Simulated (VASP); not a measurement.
A run of VASP 6.6.1 is set up as follows.

The input INCAR:

```
SYSTEM = MgO
PREC = Accurate
ENCUT = 520
EDIFF = 1E-8
ISMEAR = 0
SIGMA = 0.01
LREAL = .FALSE.
LASPH = .TRUE.
NELM = 60
ALGO = Normal
ISIF = 2
LWAVE = .FALSE.
LCHARG = .TRUE.
GGA = PS
NBANDS = 11
IBRION = 8
NSW = 1
```

KPOINTS

```
regular mesh
0
G
  8 8 8
  0 0 0
```

File POSCAR:

```
MgO
1.0
    0.0000000000      2.0929978364      2.0929978364
    2.0929978364      0.0000000000      2.0929978364
    2.0929978364      2.0929978364      0.0000000000
Mg O
1 1
Direct
    0.0000000000      0.0000000000      0.0000000000
    0.5000000000      0.5000000000      0.5000000000
```

Potentials or basis: VASP PAW PBE potentials, release 64 (Mg, O).

The run is started by

```bash
$ cat potpaw_PBE.64/Mg/POTCAR potpaw_PBE.64/O/POTCAR > POTCAR
$ mpirun -np 1 vasp_std > vasp.out
```

Q: What does it give for the highest phonon frequency at Γ, LO-TO splitting left out?

A: 409 cm⁻¹.

Phonon frequencies in cm⁻¹ (negative: imaginary):
| q point | frequencies |
| --- | --- |
| (0.000, 0.000, 0.000) | 0 0 0 409 409 409 |

Caveat: the cell wasn't relaxed at this level first, which shifts response properties.
